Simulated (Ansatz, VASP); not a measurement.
TiAl in VASP and in Ansatz

File INCAR:

```
SYSTEM = TiAl
PREC = Accurate ; ENCUT = 500
EDIFF = 1E-6 ; ISMEAR = 0
SIGMA = 0.15 ; LREAL = .False.
LASPH = .True. ; NELM = 120
ALGO = Normal ; ISIF = 2
LWAVE = .False. ; LCHARG = .False.
GGA = PS ; NBANDS = 14
GGA_COMPAT = .False.
```

Contents of KPOINTS:

```
Automatic mesh
0
Gamma
  16 16 16
  0 0 0
```

The input POSCAR:

```
TiAl
1.0
    2.7600434331      0.0000000000      0.0000000000
    0.0000000000      2.7600434331      0.0000000000
    0.0000000000      0.0000000000      3.9076694926
Ti Al
1 1
Direct
    0.0000000000      0.0000000000      0.0000000000
    0.5000000000      0.5000000000      0.5000000000
```

Input for Ansatz:

```yaml
crystal:
  lattice:
    - [2.7600434331, 0.0, 0.0]
    - [0.0, 2.7600434331, 0.0]
    - [0.0, 0.0, 3.9076694926]
  atoms:
    - { symbol: Ti, position: [0.0, 0.0, 0.0] }
    - { symbol: Al, position: [0.5, 0.5, 0.5] }
basis:
  ecutwfc: 520.0
kpoints:
  mp_grid: { grid: [16, 16, 16] }
hamiltonian:
  xc: pbesol
scf:
  occupations: { method: gaussian, width: 0.15 }
output:
  forces: true
  stress: true
  eigenvalues: true
  write_density: true
  write_potential: true
  elf: true
  volumetric_format: npy
```

Alike in both runs: task single point; functional PBEsol; k mesh 16 × 16 × 16; occupations gaussian, width 0.15 eV; no spin polarisation.

```csv
,VASP,Ansatz
version,VASP 6.6.1,Ansatz 0.2.0
potentials or method,"VASP PAW PBE potentials, release 64 (Ti_sv, Al), cutoff 500 eV","scalar-relativistic, plane waves, PAW"
valence electrons in the cell,15,15
```

|  | VASP | Ansatz | Ansatz less VASP |
| --- | --- | --- | --- |
| gap on the k mesh at the Fermi level (eV) | none | none | - |
| pressure (GPa) | 7.9 | 7.8 | -0.04 |
| traceless stress, the component that is largest in VASP (GPa) | 1.05 | 1.03 | -0.015 |

VASP's potentials were made for PBE, not for PBEsol. A gap of «none» marks a metal or a gap that the smearing closes. With one functional, cell and mesh, what is left measures potentials, basis and numerics.
